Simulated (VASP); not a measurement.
# Al (Fm-3m) in VASP: a series of runs, part 2 of 2

VASP 6.6.1. Earlier steps stand in the parts before.

### Step 3. Single point, LDA

This run uses another cell than the first one, of 17.93 Å³/atom, 1.038 times its volume.

The input, INCAR:

```
SYSTEM = Al
PREC = Accurate
ENCUT = 520
EDIFF = 1E-7
ISMEAR = -1
SIGMA = 0.1
LREAL = .FALSE.
LASPH = .TRUE.
NELM = 80
ALGO = Normal
ISIF = 2
LWAVE = .FALSE.
LCHARG = .FALSE.
NBANDS = 8
```

The input, KPOINTS:

```
regular mesh
0
G
  12 12 12
  0 0 0
```

The input, POSCAR:

```
Al
1.0
    0.0000000000      2.0774207080      2.0774207080
    2.0774207080      0.0000000000      2.0774207080
    2.0774207080      2.0774207080      0.0000000000
Al
1
Direct
    0.0000000000      0.0000000000      0.0000000000
```

Potentials or basis: VASP PAW LDA potentials, release 64 (Al).

Command:

```
> cat potpaw_LDA.64/Al/POTCAR > POTCAR
> mpirun -np 1 vasp_std > vasp.out
```

OUTCAR:

```text
SYSTEM = Al
   PREC = Accurate
   ENCUT = 520
   EDIFF = 1E-7
   ISMEAR = -1
   LREAL = .FALSE.
   LASPH = .TRUE.
   NELM = 80
   ISIF = 2

 ion  position               nearest neighbor table
   1  0.000  0.000  0.000-

  LATTYP: Found a face centered cubic cell.
 ALAT       =     4.1548414160

  Lattice vectors:

 A1 = (   0.0000000000,   2.0774207080,   2.0774207080)
 A2 = (   2.0774207080,   0.0000000000,   2.0774207080)
 A3 = (   2.0774207080,   2.0774207080,   0.0000000000)

Analysis of symmetry for initial positions (statically):
=====================================================================
 Subroutine PRICEL returns:
 Original cell was already a primitive cell.

 Routine SETGRP: Setting up the symmetry group for a
 face centered cubic supercell.

 Subroutine GETGRP returns: Found 48 space group operations
 (whereof 48 operations were pure point group operations)
 out of a pool of 48 trial point group operations.

The static configuration has the point symmetry O_h .

Analysis of symmetry for dynamics (positions and initial velocities):
=====================================================================
 Subroutine PRICEL returns:
 Original cell was already a primitive cell.

 Routine SETGRP: Setting up the symmetry group for a
 face centered cubic supercell.

 Subroutine GETGRP returns: Found 48 space group operations
 (whereof 48 operations were pure point group operations)
 out of a pool of 48 trial point group operations.

The dynamic configuration has the point symmetry O_h .

 Subroutine INISYM returns: Found 48 space group operations
 (whereof 48 operations are pure point group operations),
 and found     1 'primitive' translations

----------------------------------------------------------------------------------------

                                     Primitive cell

  volume of cell :      17.9310

  direct lattice vectors                    reciprocal lattice vectors
     0.000000000  2.077420708  2.077420708    -0.240683073  0.240683073  0.240683073
     2.077420708  0.000000000  2.077420708     0.240683073 -0.240683073  0.240683073
     2.077420708  2.077420708  0.000000000     0.240683073  0.240683073 -0.240683073

  length of vectors
     2.937916540  2.937916540  2.937916540     0.416875311  0.416875311  0.416875311

  position of ions in fractional coordinates (direct lattice)
     0.000000000  0.000000000  0.000000000

  ion indices of the primitive-cell ions
   primitive index   ion index
                 1           1

----------------------------------------------------------------------------------------

 KPOINTS: regular mesh

Automatic generation of k-mesh.
 Grid dimensions read from file:
 generate k-points for:   12   12   12

 Generating k-lattice:

  Cartesian coordinates                     Fractional coordinates (reciprocal lattice)
    -0.020056923  0.020056923  0.020056923     0.083333333  0.000000000  0.000000000
     0.020056923 -0.020056923  0.020056923     0.000000000  0.083333333  0.000000000
     0.020056923  0.020056923 -0.020056923     0.000000000  0.000000000  0.083333333

  Length of vectors
     0.034739609  0.034739609  0.034739609

  Shift w.r.t. Gamma in fractional coordinates (k-lattice)
     0.000000000  0.000000000  0.000000000

 Subroutine IBZKPT returns following result:
 ===========================================

 Found     72 irreducible k-points:

 Following reciprocal coordinates:
            Coordinates               Weight
  0.000000  0.000000  0.000000      1.000000
  0.083333  0.000000  0.000000      8.000000
  0.166667  0.000000  0.000000      8.000000
  0.250000  0.000000  0.000000      8.000000
  0.333333  0.000000  0.000000      8.000000
  0.416667  0.000000  0.000000      8.000000
[... 16 lines left out ...]
  0.500000  0.166667  0.000000     24.000000
 -0.416667  0.166667  0.000000     24.000000
 [... further k-points ...]
   k-points           NKPTS =     72   k-points in BZ     NKDIM =     72   number of bands    NBANDS=      8
   number of dos      NEDOS =    301   number of ions     NIONS =      1
   total plane-waves  NPLWV =  13824
   dimension x,y,z NGX =    24 NGY =   24 NGZ =   24
   dimension x,y,z NGXF=    48 NGYF=   48 NGZF=   48
   ions per type =               1
   NGX,Y,Z   is equivalent  to a cutoff of  13.58, 13.58, 13.58 a.u.
   NGXF,Y,Z  is equivalent  to a cutoff of  27.16, 27.16, 27.16 a.u.
 SYSTEM =  Al
   PREC   = accura    normal or accurate (medium, high low for compatibility)
   ISTART =      0    job   : 0-new  1-cont  2-samecut
   ICHARG =      2    charge: 1-file 2-atom 10-const
   ISPIN  =      1    spin polarized calculation?
   LNONCOLLINEAR =      F non collinear calculations
   LSORBIT =      F    spin-orbit coupling
   LASPH  =      T    aspherical Exc in radial PAW
   ENCUT  =  520.0 eV  38.22 Ry    6.18 a.u.   5.46  5.46  5.46*2*pi/ulx,y,z
   NELM   =     80;   NELMIN=  2; NELMDL= -5     # of ELM steps
   EDIFF  = 0.1E-06   stopping-criterion for ELM
   LREAL  =      F    real-space projection
   EDIFFG = 0.1E-05   stopping-criterion for IOM
   NSW    =      0    number of steps for IOM
   IBRION =     -1    ionic relax: 0-MD 1-quasi-New 2-CG
   NFREE  =      0    steps in history (QN), initial steepest desc. (CG)
   ISIF   =      2    stress and relaxation
   ISYM   =      2    0-nonsym 1-usesym 2-fastsym
   POTIM  = 0.5000    time-step for ionic-motion
   TEBEG  =    0.0;   TEEND  =   0.0 temperature during run
   PSTRESS=    0.0 pullay stress
   NELECT =       3.0000    total number of electrons
   NUPDOWN=      -1.0000    fix difference up-down
   EMIN   =  10.00;   EMAX   =-10.00  energy-range for DOS
   EFERMI =   0.00;   METHOD = LEGACY
   ISMEAR =    -1;   SIGMA  =   0.10  broadening in eV -4-tet -1-fermi 0-gaus
   EFERMI_NEDOS =   21; number of points for ismear=-14 and -15
   IALGO  =     38    algorithm
   IMIX   =      4    mixing-type and parameters
     AMIX     =   0.40;   BMIX     =  1.00
     AMIX_MAG =   1.60;   BMIX_MAG =  1.00
  volume/ion in A,a.u.               =      17.93       121.00
  Fermi-wavevector in a.u.,A,eV,Ry     =   0.902085  1.704693 11.071841  0.813757
  Thomas-Fermi vector in A             =   2.025245
   LORBIT       =      0    0 simple, 1 ext, 2 COOP (PROOUT), +10 PAW based schemes
   GGA     = CA    functional components
   LHFCALC =     F    Hartree Fock is set to
   AEXX    =    0.0000 exact exchange contribution
   IVDW    =     0    specifies the selected vdW correction
   LEPSILON=     F    determine dielectric tensor
   LRPA    =     F    only Hartree local field effects (RPA)
 non-spin polarized calculation
  energy-cutoff  :      520.00
  volume of cell :       17.93
 maximum number of plane-waves:       531
 NGX is ok and might be reduce to    24
   NGX = 11   NGY = 11   NGZ = 11

 number of electron       3.0000000 magnetization

 Free energy of the ion-electron system (eV)
  ---------------------------------------------------
  ext. energy  EPLUGINS =         0.00000000
  ---------------------------------------------------
  free energy    TOTEN  =        -4.14763347 eV

  energy without entropy =       -4.13492071  energy(sigma->0) =       -4.14127709

 E-fermi :   6.8530     XC(G=0): -10.0398

 val. band max:        6.7341495428   @ k =   0.5000   0.2500   0.0833
 cond. band min:       6.8796495692   @ k =  -0.4167   0.4167   0.0833
 fundamental gap:      0.1455000264
 Fermi energy:         6.8529659825

 k-point     1 :       0.0000    0.0000    0.0000
  band No.  band energies     occupation
      1      -3.5849      2.00000
      2      19.0875      0.00000
      3      19.0875      0.00000
      4      19.0875      0.00000
      5      19.7964      0.00000
      6      19.7964      0.00000
      7      19.7964      0.00000
      8      22.9784      0.00000

 k-point     2 :       0.0833    0.0000    0.0000
  band No.  band energies     occupation
      1      -3.4067      2.00000
      2      16.4311      0.00000
      3      18.3414      0.00000
      4      18.3414      0.00000
      5      20.7459      0.00000
      6      20.7938      0.00000
      7      20.7938      0.00000
      8      24.4803      0.00000
[... 221 lines left out ...]
 k-point    23 :       0.5000    0.1667    0.0000
  band No.  band energies     occupation
      1       2.0124      2.00000
      2       4.7374      2.00000
      3      12.7862      0.00000
      4      14.5772      0.00000
      5      16.3577      0.00000
      6      22.0067      0.00000
      7      23.9807      0.00000
      8      26.1454      0.00000

 k-point    24 :      -0.4167    0.1667    0.0000
  band No.  band energies     occupation
      1       2.6420      2.00000
      2       4.0011      2.00000
      3      12.0879      0.00000
      4      15.1378      0.00000
      5      16.9845      0.00000
      6      21.3701      0.00000
      7      23.8009      0.00000
      8      26.9489      0.00000

 [... further k-points ...]
[... 5 lines left out ...]
  --------------------------------------------------------------------------------------
  -------------------------------------------------------------------------------------
  Total       -0.8861398     -0.8861398     -0.8861398      0.0000000     -0.0000000     -0.0000000
  in kB      -79.1788998    -79.1788998    -79.1788998      0.0000000     -0.0000000     -0.0000000
  external PRESSURE =     -79.1788998 kB  Pullay stress =       0.0000000 kB

 VOLUME and BASIS-vectors are now :
 -----------------------------------------------------------------------------
  energy-cutoff  :      520.00
  volume of cell :       17.93
      direct lattice vectors                 reciprocal lattice vectors
     0.000000000  2.077420708  2.077420708    -0.240683073  0.240683073  0.240683073
     2.077420708  0.000000000  2.077420708     0.240683073 -0.240683073  0.240683073
     2.077420708  2.077420708  0.000000000     0.240683073  0.240683073 -0.240683073

 POSITION                                       TOTAL-FORCE (eV/Angst)
 -----------------------------------------------------------------------------------
      0.00000      0.00000      0.00000         0.000000      0.000000      0.000000
 -----------------------------------------------------------------------------------
    total drift:                                0.000000     -0.000000     -0.000000

  FREE ENERGIE OF THE ION-ELECTRON SYSTEM (eV)
  ---------------------------------------------------
  free  energy   TOTEN  =        -4.1476334683 eV

  energy  without entropy=       -4.1349207150  energy(sigma->0) =       -4.14127709
```

OSZICAR:

```text
N       E                     dE             d eps       ncg     rms          rms(c)
DAV:   1    -0.290907379486E+01   -0.29091E+01   -0.84900E+02  1168   0.203E+02
DAV:   2    -0.416978019541E+01   -0.12607E+01   -0.12260E+01  1656   0.178E+01
DAV:   3    -0.417523884776E+01   -0.54587E-02   -0.54545E-02  1368   0.132E+00
DAV:   4    -0.417525007735E+01   -0.11230E-04   -0.11230E-04  1928   0.597E-02
DAV:   5    -0.417525009220E+01   -0.14853E-07   -0.14587E-07  1352   0.962E-04    0.122E+00
DAV:   6    -0.415838137091E+01    0.16869E-01   -0.32586E-03  1552   0.222E-01    0.689E-01
DAV:   7    -0.414765766302E+01    0.10724E-01   -0.80136E-03  1472   0.342E-01    0.143E-01
DAV:   8    -0.414763366860E+01    0.23994E-04   -0.20224E-05  1664   0.307E-02    0.143E-02
DAV:   9    -0.414763350813E+01    0.16046E-06   -0.14934E-07  1616   0.175E-03    0.101E-03
DAV:  10    -0.414763346829E+01    0.39847E-07   -0.65212E-09  1376   0.480E-04
   1 F= -.41476335E+01 E0= -.41412771E+01  d E =-.127128E-01
```

stdout:

```text
POSCAR found type information on POSCAR Al
 POSCAR found :  1 types and       1 ions
 scaLAPACK will be used
 LDA part: xc-table for (Slater(with rela. corr.)+CA(PZ))
 , standard interpolation
 POSCAR, INCAR and KPOINTS ok, starting setup
 FFT: planning ... GRIDC
 FFT: planning ... GRID_SOFT
 FFT: planning ... GRID
 WAVECAR not read
 entering main loop
```

It took 26 s on 1 thread of AMD EPYC 7R13, shared host; peak memory 0.09 GiB.

Results:

```yaml
Free_energy: -4.1476 eV
Pressure: -7.9 GPa
```

### Step 4. Single point, LDA

This run uses another cell than the first one, of 18.60 Å³/atom, 1.077 times its volume.

The input, INCAR:

```
SYSTEM = Al
PREC = Accurate
ENCUT = 520
EDIFF = 1E-7
ISMEAR = -1
SIGMA = 0.1
LREAL = .False.
LASPH = .True.
NELM = 60
ALGO = Normal
ISIF = 2
LWAVE = .False.
LCHARG = .False.
GGA = CA
NBANDS = 8
```

The input, KPOINTS:

```
regular mesh
0
Gamma
  12 12 12
  0 0 0
```

The input, POSCAR:

```
Al
1.0
    0.0000000000      2.1027576040      2.1027576040
    2.1027576040      0.0000000000      2.1027576040
    2.1027576040      2.1027576040      0.0000000000
Al
1
Direct
    0.0000000000      0.0000000000      0.0000000000
```

Command:

```
> cat potpaw_LDA.64/Al/POTCAR > POTCAR
> mpirun -np 1 vasp_std > vasp.out
```

Run time: 22 s. Hardware: 1 thread of AMD EPYC 7R13, shared host; peak memory 0.09 GiB.

Results (log left out):

| Quantity | Value |
| --- | --- |
| Free energy | -4.1116 eV |
| Pressure | -9.4 GPa |

Levels at points of the mesh, in eV from the Fermi level:
| k point | band 1 | band 2 | band 3 | band 4 | band 5 | band 6 |
| --- | --- | --- | --- | --- | --- | --- |
| (0.00, 0.00, 0.00) | -10.20 | 12.05 | 12.05 | 12.05 | 12.51 | 12.51 |
| (0.50, 0.00, 0.00) | -4.14 | -3.98 | 10.15 | 10.15 | 11.02 | 11.02 |
| (0.50, 0.50, 0.00) | -2.50 | -1.53 | 5.12 | 5.12 | 5.38 | 8.06 |

### Step 5. Overview

```tsv
cell	gap on the mesh (eV)	pressure (GPa)
a = 2.901 Å, angles 60.0°, 1 atom	none	-6.0
a = 2.938 Å, angles 60.0°, 1 atom	none	-7.9
a = 2.974 Å, angles 60.0°, 1 atom	none	-9.4
```

Alike in all rows: task single point; level LDA; potentials or basis VASP PAW LDA potentials, release 64 (Al); no spin polarisation; k mesh 12 × 12 × 12; cutoff (eV) 520; smearing fermi-dirac 0.1 eV.

Total energies depend on the potentials used, so only differences within one code and one set of settings carry meaning.
